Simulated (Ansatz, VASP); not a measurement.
## Two plane-wave programs on ZrB

```
Zr B
1.0
     3.02592    0.00000    0.00000
     0.00000    3.02592    0.00000
     0.00000    0.00000    3.02592
Zr B
1 1
Direct
  0.00000 0.00000 0.00000
  0.50000 0.50000 0.50000
```

Alike in both runs: functional PBE; k mesh 6 × 6 × 6; occupations gaussian, width 0.1 eV; no spin polarisation.

Ansatz relaxed the structure, and its values are those at the end. VASP's run is a single point on that final structure, the one shown.

|  | VASP | Ansatz |
| --- | --- | --- |
| version | VASP 6.6.1 | Ansatz 0.2.0 |
| potentials or method | VASP PAW PBE potentials, release 64 (Zr_sv, B), cutoff 520 eV | scalar-relativistic, plane waves, PAW |
| valence electrons in the cell | 15 | 15 |

|  | VASP | Ansatz | Ansatz less VASP |
| --- | --- | --- | --- |
| gap on the k mesh at the Fermi level (eV) | none | none | - |
| pressure (GPa) | 0.2 | 0.1 | -0.10 |

A gap of «none» marks a metal or a gap that the smearing closes.
